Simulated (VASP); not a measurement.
Write the native input for VASP 6.6.1 that does the following.

```yaml
Task: single point
Functional: r2SCAN
Potentials_or_basis: VASP PAW PBE potentials, release 64 (Ti_sv)
Cutoff: 520 eV
k_mesh: 20 × 20 × 20
Occupations: gaussian, width 0.15 eV
Spin: no spin polarisation
Dipole_correction: no
Further_INCAR_settings: ALGO = Normal; EDIFF = 1e-06; NBANDS = 12
```

Ti:

```
Ti
1.0
     0.00000    1.96910    2.09090
     1.96910    0.00000    2.09090
     1.96910    1.96910    0.00000
Ti
1
Direct
  0.00000 0.00000 0.00000
```

This cell differs from its parent crystal: strain -0.030 along x and y, +0.030 along z.

These files were run (other wordings do the same):

POSCAR

```
Ti
1.0
    0.0000000000      1.9691000000      2.0909000000
    1.9691000000      0.0000000000      2.0909000000
    1.9691000000      1.9691000000      0.0000000000
Ti
1
Direct
    0.0000000000      0.0000000000      0.0000000000
```

INCAR.step1

```
SYSTEM = Ti
PREC = Accurate
ENCUT = 520
ISMEAR = 0
SIGMA = 0.15
LREAL = .False.
LASPH = .True.
NELM = 100
NBANDS = 12
GGA = PE
ALGO = Normal
EDIFF = 1E-4
LWAVE = .True.
LCHARG = .False.
```

INCAR.step2

```
SYSTEM = Ti
PREC = Accurate
ENCUT = 520
EDIFF = 1E-6
ISMEAR = 0
SIGMA = 0.15
LREAL = .False.
LASPH = .True.
NELM = 100
ALGO = Normal
ISIF = 2
LWAVE = .False.
LCHARG = .False.
METAGGA = R2SCAN
LMIXTAU = .True.
NBANDS = 12
ISTART = 1
```

KPOINTS

```
regular mesh
0
Gamma
  20 20 20
  0 0 0
```

Potentials or basis: VASP PAW PBE potentials, release 64 (Ti_sv).

Run with:

```bash
$ cat potpaw_PBE.64/Ti_sv/POTCAR > POTCAR
$ cp INCAR.step1 INCAR
$ mpirun -np 1 vasp_std > vasp.out
$ cp INCAR.step2 INCAR
$ mpirun -np 1 vasp_std > vasp.out
```

It gave:

```json
{
  "Pressure": "8.9 GPa",
  "Band gap on the k mesh": "zero (bands 6 and 7 overlap by 1.50 eV)"
}
```

Caveat: the cell differs from its parent crystal (strain -0.030 along x and y, +0.030 along z); the cell stands under pressure; the PAW data sets were made with another functional, which shifts forces and pressure a little.

Wall time 2.3 min on 1 thread of Intel(R) Xeon(R) 6975P-C (Granite Rapids), on a shared host, peak memory 0.24 GiB.
